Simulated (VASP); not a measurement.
## SiO2: single point with LDA

SiO2:

```
CELL_PARAMETERS angstrom
4.18477 0.00000 0.00000
0.00000 4.18477 0.00000
0.00000 0.00000 2.66842
ATOMIC_POSITIONS crystal
Si 0.00000 0.00000 0.00000
Si 0.50000 0.50000 0.50000
O 0.30630 0.30630 0.00000
O 0.19370 0.80630 0.50000
O 0.69370 0.69370 0.00000
O 0.80630 0.19370 0.50000
```

This cell differs from its parent crystal: strained cell.

* Program: VASP 6.6.1
* Task: single point
* Functional: LDA
* Potentials or basis: VASP PAW LDA potentials, release 64 (Si, O)
* Cutoff: 520 eV
* k mesh: 6 × 6 × 8
* Occupations: gaussian, width 0.02 eV
* Spin: no spin polarisation

- Pressure: -3.9 GPa
- Largest force: 0.037 eV/Å
- Band gap on the k mesh: 5.56 eV

Forces on the atoms (eV/Å):
```
Si   0.000  0.000  0.000
Si   0.000  0.000  0.000
O   -0.026 -0.026  0.000
O    0.026 -0.026  0.000
O    0.026  0.026  0.000
O   -0.026  0.026  0.000
```

Stress tensor (GPa, compression positive):
```
-4.37  0.00  0.00
 0.00 -4.37  0.00
 0.00  0.00 -2.95
```

Levels at points of the mesh, in eV from the valence-band top:
```csv
k point,band 13,band 14,band 15,band 16,band 17,band 18,band 19,band 20
"(0.00, 0.00, 0.00)",-2.56,-0.89,-0.89,0.00,5.56,6.43,8.31,8.31
"(0.50, 0.00, 0.00)",-2.72,-2.72,-1.08,-1.08,7.57,7.57,8.85,8.85
"(0.50, 0.50, 0.00)",-2.69,-2.69,-2.31,-2.31,7.22,7.22,9.83,9.83
"(0.00, 0.00, 0.50)",-3.13,-3.13,-2.72,-2.72,8.85,8.85,12.36,12.36
"(0.50, 0.00, 0.50)",-2.32,-2.32,-1.78,-1.78,8.56,8.56,9.64,9.64
"(0.50, 0.50, 0.50)",-1.80,-1.80,-1.56,-1.56,7.01,7.01,10.70,10.70
```

Run time: 19 s on 1 thread of Intel(R) Xeon(R) 6975P-C (Granite Rapids), with other jobs on the host, peak memory 0.16 GiB.

Caveat: the cell differs from its parent crystal (strained cell); the cell stands under tension. A k mesh can miss the band edges.
